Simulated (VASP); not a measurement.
# Y5AlN6 (Cmmm) in VASP: single point with PBE

Aim: the single point of Y5AlN6 with PBE.

Program: VASP 6.6.1. These are calculated values, not measurements. Logs are shortened: lines on timing, memory, paths and dates and some standing lists are left out, and cuts for length are marked.

### Step 1. The cell of the first run

Symmetry: Cmmm, No. 65, orthorhombic system. Conventional cell: a = 4.850 Å, b = 14.288 Å, c = 4.847 Å, α = 90.00°, β = 90.00°, γ = 90.00°. Within 3.0 Å of Y (site symmetry m2m) lie 6 N at 2.30 to 2.70 Å. Y (site symmetry m2m) has 6 N at 2.32 to 2.44 Å within 3.1 Å. Within 3.2 Å of Y (site symmetry mmm) lie 6 N at 2.39 to 2.42 Å. Al (site symmetry mmm) has 6 N at 2.14 to 2.42 Å within 2.8 Å. Within 3.2 Å of N (site symmetry m2m) lie 6 Y at 2.39 to 2.44 Å. Within 3.0 Å of N (site symmetry mmm) lie 4 Y at 2.30 to 2.42 Å and 2 Al at 2.42 Å. Within 3.1 Å of N (site symmetry mmm) lie 4 Y at 2.32 to 2.42 Å and 2 Al at 2.42 Å. Within 2.8 Å of N (site symmetry m2m) lie 1 Al at 2.14 Å and 5 Y at 2.43 to 2.70 Å.

### Step 2. Single point, PBE

File INCAR:

```
SYSTEM = Y5AlN6
PREC = Accurate ; ENCUT = 520
EDIFF = 1E-6 ; ISMEAR = 0
SIGMA = 0.02 ; LREAL = .False.
LASPH = .True. ; NELM = 60
ALGO = Normal ; ISIF = 2
LWAVE = .False. ; LCHARG = .False.
GGA = PE ; NBANDS = 56
```

File KPOINTS:

```
regular mesh
0
Gamma
  8 8 8
  0 0 0
```

File POSCAR:

```
Y5AlN6
1.0
    2.4249859681     -7.1439761491      0.0000000000
    2.4249859681      7.1439761491      0.0000000000
    0.0000000000      0.0000000000      4.8468124969
Y Al N
5 1 6
Direct
    0.6611350739      0.3388649261      0.0000000000
    0.8377791740      0.1622208260      0.5000000000
    0.3388649261      0.6611350739      0.0000000000
    0.5000000000      0.5000000000      0.5000000000
    0.1622208260      0.8377791740      0.5000000000
    0.0000000000      0.0000000000      0.0000000000
    0.6672961699      0.3327038301      0.5000000000
    0.3327038301      0.6672961699      0.5000000000
    0.5000000000      0.5000000000      0.0000000000
    0.0000000000      0.0000000000      0.5000000000
    0.1496421487      0.8503578513      0.0000000000
    0.8503578513      0.1496421487      0.0000000000
```

Potentials or basis: VASP PAW PBE potentials, release 64 (Y_sv, Al, N).

On the command line:

```sh
cat potpaw_PBE.64/Y_sv/POTCAR potpaw_PBE.64/Al/POTCAR potpaw_PBE.64/N/POTCAR > POTCAR
mpirun -np 1 vasp_std > vasp.out
```

OUTCAR:

```text
SYSTEM = Y5AlN6
   PREC = Accurate
   ENCUT = 520
   EDIFF = 1E-6
   ISMEAR = 0
   LREAL = .False.
   LASPH = .True.
   NELM = 60
   ISIF = 2
   GGA = PE

 ion  position               nearest neighbor table
   1  0.661  0.339  0.000-   9 2.30   7 2.43   7 2.43  11 2.43  11 2.43  12 2.70   4 3.34   4 3.34
                             6 3.34   6 3.34   5 3.43   5 3.43   5 3.43   5 3.43   2 3.50   2 3.50
   2  0.838  0.162  0.500-  10 2.32   8 2.43   8 2.43  12 2.43  12 2.43   7 2.44   6 3.35   6 3.35
                             4 3.35   4 3.35   3 3.43   3 3.43   3 3.43   3 3.43   5 3.49   5 3.49
   3  0.339  0.661  0.000-   9 2.30   8 2.43   8 2.43  12 2.43  12 2.43  11 2.70   4 3.34   4 3.34
                             6 3.34   6 3.34   2 3.43   2 3.43   2 3.43   2 3.43   5 3.50   5 3.50
   4  0.500  0.500  0.500-   7 2.39   8 2.39   9 2.42   9 2.42  10 2.42  10 2.42   1 3.34   3 3.34
                             1 3.34   3 3.34   5 3.35   5 3.35   2 3.35   2 3.35   6 3.43   6 3.43
   5  0.162  0.838  0.500-  10 2.32   7 2.43   7 2.43  11 2.43  11 2.43   8 2.44   6 3.35   6 3.35
                             4 3.35   4 3.35   1 3.43   1 3.43   1 3.43   1 3.43   2 3.49   2 3.49
   6  0.000  0.000  0.000-  11 2.14  12 2.14  10 2.42  10 2.42   9 2.42   9 2.42   1 3.34   1 3.34
                             3 3.34   3 3.34   2 3.35   5 3.35   2 3.35   5 3.35   4 3.43   4 3.43
   7  0.667  0.333  0.500-   4 2.39   1 2.43   1 2.43   5 2.43   5 2.43   2 2.44
   8  0.333  0.667  0.500-   4 2.39   3 2.43   3 2.43   2 2.43   2 2.43   5 2.44
   9  0.500  0.500  0.000-   1 2.30   3 2.30   4 2.42   4 2.42   6 2.42   6 2.42
  10  0.000  0.000  0.500-   2 2.32   5 2.32   6 2.42   6 2.42   4 2.42   4 2.42
  11  0.150  0.850  0.000-   6 2.14   5 2.43   5 2.43   1 2.43   1 2.43   3 2.70
  12  0.850  0.150  0.000-   6 2.14   2 2.43   2 2.43   3 2.43   3 2.43   1 2.70

  LATTYP: Found a base centered orthorhombic cell.
 ALAT       =     4.8499719362
 B/A-ratio  =     2.9459865925
 C/A-ratio  =     0.9993485654

  Lattice vectors:

 A1 = (   2.4249859681,  -7.1439761491,   0.0000000000)
 A2 = (   2.4249859681,   7.1439761491,   0.0000000000)
 A3 = (   0.0000000000,   0.0000000000,   4.8468124969)

Analysis of symmetry for initial positions (statically):
=====================================================================
 Subroutine PRICEL returns:
 Original cell was already a primitive cell.

 Routine SETGRP: Setting up the symmetry group for a
 base centered orthorhombic supercell.

 Subroutine GETGRP returns: Found  8 space group operations
 (whereof  8 operations were pure point group operations)
 out of a pool of  8 trial point group operations.

The static configuration has the point symmetry D_2h.

Analysis of symmetry for dynamics (positions and initial velocities):
=====================================================================
 Subroutine PRICEL returns:
 Original cell was already a primitive cell.

 Routine SETGRP: Setting up the symmetry group for a
 base centered orthorhombic supercell.

 Subroutine GETGRP returns: Found  8 space group operations
 (whereof  8 operations were pure point group operations)
 out of a pool of  8 trial point group operations.

The dynamic configuration has the point symmetry D_2h.

 Subroutine INISYM returns: Found  8 space group operations
 (whereof  8 operations are pure point group operations),
 and found     1 'primitive' translations

----------------------------------------------------------------------------------------

                                     Primitive cell

  volume of cell :     167.9328

  direct lattice vectors                    reciprocal lattice vectors
     2.424985968 -7.143976149  0.000000000     0.206186760 -0.069989035  0.000000000
     2.424985968  7.143976149  0.000000000     0.206186760  0.069989035  0.000000000
     0.000000000  0.000000000  4.846812497     0.000000000  0.000000000  0.206321165

  length of vectors
     7.544332453  7.544332453  4.846812497     0.217741694  0.217741694  0.206321165

  position of ions in fractional coordinates (direct lattice)
     0.661135074  0.338864926  0.000000000
     0.837779174  0.162220826  0.500000000
     0.338864926  0.661135074  0.000000000
     0.500000000  0.500000000  0.500000000
     0.162220826  0.837779174  0.500000000
     0.000000000  0.000000000  0.000000000
     0.667296170  0.332703830  0.500000000
     0.332703830  0.667296170  0.500000000
     0.500000000  0.500000000  0.000000000
     0.000000000  0.000000000  0.500000000
     0.149642149  0.850357851  0.000000000
     0.850357851  0.149642149  0.000000000

  ion indices of the primitive-cell ions
   primitive index   ion index
                 1           1
                 2           2
                 3           3
                 4           4
                 5           5
                 6           6
                 7           7
                 8           8
                 9           9
                10          10
                11          11
                12          12

----------------------------------------------------------------------------------------

 KPOINTS: regular mesh

Automatic generation of k-mesh.
 Grid dimensions read from file:
 generate k-points for:    8    8    8

 Generating k-lattice:

  Cartesian coordinates                     Fractional coordinates (reciprocal lattice)
     0.025773345 -0.008748629  0.000000000     0.125000000  0.000000000  0.000000000
     0.025773345  0.008748629  0.000000000     0.000000000  0.125000000  0.000000000
     0.000000000  0.000000000  0.025790146     0.000000000  0.000000000  0.125000000

  Length of vectors
     0.027217712  0.027217712  0.025790146

  Shift w.r.t. Gamma in fractional coordinates (k-lattice)
     0.000000000  0.000000000  0.000000000

 Subroutine IBZKPT returns following result:
 ===========================================

 Found    105 irreducible k-points:

 Following reciprocal coordinates:
            Coordinates               Weight
  0.000000  0.000000  0.000000      1.000000
  0.125000  0.000000  0.000000      4.000000
  0.250000  0.000000  0.000000      4.000000
  0.375000 -0.000000  0.000000      4.000000
  0.500000  0.000000  0.000000      2.000000
  0.125000  0.125000  0.000000      2.000000
[... 16 lines left out ...]
  0.125000  0.000000  0.125000      8.000000
  0.250000  0.000000  0.125000      8.000000
 [... further k-points ...]
   k-points           NKPTS =    105   k-points in BZ     NKDIM =    105   number of bands    NBANDS=     56
   number of dos      NEDOS =    301   number of ions     NIONS =     12
   total plane-waves  NPLWV = 112896
   dimension x,y,z NGX =    56 NGY =   56 NGZ =   36
   dimension x,y,z NGXF=   112 NGYF=  112 NGZF=   72
   ions per type =               5   1   6
   NGX,Y,Z   is equivalent  to a cutoff of  12.34, 12.34, 12.35 a.u.
   NGXF,Y,Z  is equivalent  to a cutoff of  24.68, 24.68, 24.70 a.u.
 SYSTEM =  Y5AlN6
   PREC   = accura    normal or accurate (medium, high low for compatibility)
   ISTART =      0    job   : 0-new  1-cont  2-samecut
   ICHARG =      2    charge: 1-file 2-atom 10-const
   ISPIN  =      1    spin polarized calculation?
   LNONCOLLINEAR =      F non collinear calculations
   LSORBIT =      F    spin-orbit coupling
   LASPH  =      T    aspherical Exc in radial PAW
   ENCUT  =  520.0 eV  38.22 Ry    6.18 a.u.  14.03 14.03  9.01*2*pi/ulx,y,z
   NELM   =     60;   NELMIN=  2; NELMDL= -5     # of ELM steps
   EDIFF  = 0.1E-05   stopping-criterion for ELM
   LREAL  =      F    real-space projection
   EDIFFG = 0.1E-04   stopping-criterion for IOM
   NSW    =      0    number of steps for IOM
   IBRION =     -1    ionic relax: 0-MD 1-quasi-New 2-CG
   NFREE  =      0    steps in history (QN), initial steepest desc. (CG)
   ISIF   =      2    stress and relaxation
   ISYM   =      2    0-nonsym 1-usesym 2-fastsym
   POTIM  = 0.5000    time-step for ionic-motion
   TEBEG  =    0.0;   TEEND  =   0.0 temperature during run
   PSTRESS=    0.0 pullay stress
   NELECT =      88.0000    total number of electrons
   NUPDOWN=      -1.0000    fix difference up-down
   EMIN   =  10.00;   EMAX   =-10.00  energy-range for DOS
   EFERMI =   0.00;   METHOD = LEGACY
   ISMEAR =     0;   SIGMA  =   0.02  broadening in eV -4-tet -1-fermi 0-gaus
   EFERMI_NEDOS =   21; number of points for ismear=-14 and -15
   IALGO  =     38    algorithm
   IMIX   =      4    mixing-type and parameters
     AMIX     =   0.40;   BMIX     =  1.00
     AMIX_MAG =   1.60;   BMIX_MAG =  1.00
  volume/ion in A,a.u.               =      13.99        94.44
  Fermi-wavevector in a.u.,A,eV,Ry     =   1.319848  2.494151 23.701331  1.741999
  Thomas-Fermi vector in A             =   2.449717
   LORBIT       =      0    0 simple, 1 ext, 2 COOP (PROOUT), +10 PAW based schemes
   GGA     = PE    functional components
   LHFCALC =     F    Hartree Fock is set to
   AEXX    =    0.0000 exact exchange contribution
   IVDW    =     0    specifies the selected vdW correction
   LEPSILON=     F    determine dielectric tensor
   LRPA    =     F    only Hartree local field effects (RPA)
 non-spin polarized calculation
 Gauss-broadening in eV      SIGMA  =   0.02
  energy-cutoff  :      520.00
  volume of cell :      167.93
 maximum number of plane-waves:      4554
   NGX = 29   NGY = 29   NGZ = 19

 number of electron      87.9999999 magnetization

 Free energy of the ion-electron system (eV)
  ---------------------------------------------------
  ext. energy  EPLUGINS =         0.00000000
  ---------------------------------------------------
  free energy    TOTEN  =      -103.65889379 eV

  energy without entropy =     -103.65889379  energy(sigma->0) =     -103.65889379

 E-fermi :   4.7303     XC(G=0): -11.2070

 val. band max:        4.5726331907   @ k =   0.0000   0.0000   0.0000
 cond. band min:       4.9674811926   @ k =   0.5000   0.5000   0.0000
 fundamental gap:      0.3948480019
 Fermi energy:         4.7302771869

 k-point     1 :       0.0000    0.0000    0.0000
  band No.  band energies     occupation
      1     -36.3825      2.00000
      2     -36.3351      2.00000
      3     -36.0669      2.00000
      4     -35.9826      2.00000
      5     -35.9687      2.00000
      6     -16.7746      2.00000
[... 48 lines left out ...]
     55       9.9611      0.00000
     56      10.1919      0.00000

 k-point     2 :       0.1250    0.0000    0.0000
  band No.  band energies     occupation
      1     -36.3798      2.00000
      2     -36.3360      2.00000
      3     -36.0649      2.00000
      4     -35.9850      2.00000
      5     -35.9697      2.00000
      6     -16.7696      2.00000
[... 48 lines left out ...]
     55      10.2115      0.00000
     56      10.3332      0.00000

 k-point     3 :       0.2500    0.0000    0.0000
  band No.  band energies     occupation
      1     -36.3724      2.00000
      2     -36.3389      2.00000
      3     -36.0599      2.00000
      4     -35.9895      2.00000
      5     -35.9737      2.00000
      6     -16.7717      2.00000
[... 1172 lines left out ...]
 k-point    23 :       0.1250    0.0000    0.1250
  band No.  band energies     occupation
      1     -36.3775      2.00000
      2     -36.3357      2.00000
      3     -36.0666      2.00000
      4     -35.9855      2.00000
      5     -35.9698      2.00000
      6     -16.8129      2.00000
[... 48 lines left out ...]
     55      10.3754      0.00000
     56      10.6015      0.00000

 k-point    24 :       0.2500    0.0000    0.1250
  band No.  band energies     occupation
      1     -36.3707      2.00000
      2     -36.3386      2.00000
      3     -36.0612      2.00000
      4     -35.9899      2.00000
      5     -35.9736      2.00000
      6     -16.8105      2.00000
[... 48 lines left out ...]
     55      10.4099      0.00000
     56      10.7286      0.00000

 [... further k-points ...]
[... 5 lines left out ...]
  --------------------------------------------------------------------------------------
  -------------------------------------------------------------------------------------
  Total       -0.1996240     -0.1922051     -0.1960683     -0.0000000      0.0000000      0.0000000
  in kB       -1.9045299     -1.8337497     -1.8706065     -0.0000000      0.0000000      0.0000000
  external PRESSURE =      -1.8696287 kB  Pullay stress =       0.0000000 kB

 VOLUME and BASIS-vectors are now :
 -----------------------------------------------------------------------------
  energy-cutoff  :      520.00
  volume of cell :      167.93
      direct lattice vectors                 reciprocal lattice vectors
     2.424985968 -7.143976149  0.000000000     0.206186760 -0.069989035  0.000000000
     2.424985968  7.143976149  0.000000000     0.206186760  0.069989035  0.000000000
     0.000000000  0.000000000  4.846812497     0.000000000  0.000000000  0.206321165

 POSITION                                       TOTAL-FORCE (eV/Angst)
 -----------------------------------------------------------------------------------
      2.42499     -2.30229      0.00000        -0.000000      0.005185     -0.000000
      2.42499     -4.82617      2.42341        -0.000000     -0.002823     -0.000000
      2.42499      2.30229      0.00000        -0.000000     -0.005185     -0.000000
      2.42499      0.00000      2.42341         0.000000      0.000000     -0.000000
      2.42499      4.82617      2.42341        -0.000000      0.002823      0.000000
      0.00000      0.00000      0.00000        -0.000000      0.000000     -0.000000
      2.42499     -2.39032      2.42341        -0.000000      0.002570     -0.000000
      2.42499      2.39032      2.42341        -0.000000     -0.002570     -0.000000
      2.42499      0.00000      0.00000         0.000000      0.000000     -0.000000
      0.00000      0.00000      2.42341        -0.000000      0.000000     -0.000000
      2.42499      5.00590      0.00000        -0.000000     -0.003831     -0.000000
      2.42499     -5.00590      0.00000        -0.000000      0.003831     -0.000000
 -----------------------------------------------------------------------------------
    total drift:                                0.000000      0.000000     -0.000000

  FREE ENERGIE OF THE ION-ELECTRON SYSTEM (eV)
  ---------------------------------------------------
  free  energy   TOTEN  =      -103.6588937918 eV

  energy  without entropy=     -103.6588937918  energy(sigma->0) =     -103.65889379
```

Run time: 30 min. Hardware: 1 thread of Oxide Virtual Turin-like, shared host; peak memory 0.86 GiB.

Results:

```yaml
Free_energy: -103.6589 eV
Pressure: -0.2 GPa
Largest_force: 0.005 eV/Å
Band_gap_on_the_k_mesh: 0.39 eV (least direct gap 0.57 eV)
```

Forces in eV/Å, atoms in the order of the input:
```
Y    0.000  0.005  0.000
Y    0.000 -0.003  0.000
Y    0.000 -0.005  0.000
Y    0.000  0.000  0.000
Y    0.000  0.003  0.000
Al   0.000  0.000  0.000
N    0.000  0.003  0.000
N    0.000 -0.003  0.000
N    0.000  0.000  0.000
N    0.000  0.000  0.000
N    0.000 -0.004  0.000
N    0.000  0.004  0.000
```

Levels at points of the mesh, in eV from the valence-band top:
```tsv
k point	band 40	band 41	band 42	band 43	band 44	band 45	band 46	band 47	band 48	band 49
(0.00, 0.00, 0.00)	-0.50	-0.39	-0.03	-0.02	0.00	0.57	0.69	1.27	2.12	2.46
(0.50, 0.00, 0.00)	-1.29	-0.98	-0.92	-0.72	-0.71	1.66	2.76	3.60	4.01	4.05
(0.50, 0.50, 0.00)	-0.51	-0.47	-0.43	-0.30	-0.24	0.39	0.53	1.96	2.46	2.60
(0.00, 0.00, 0.50)	-1.02	-0.96	-0.57	-0.42	-0.32	1.34	1.83	3.29	4.34	4.49
(0.50, 0.00, 0.50)	-1.98	-1.73	-1.33	-1.13	-0.89	3.73	4.12	4.23	4.79	5.07
(0.50, 0.50, 0.50)	-1.24	-1.12	-1.06	-0.98	-0.85	2.80	3.15	3.61	3.81	4.12
```
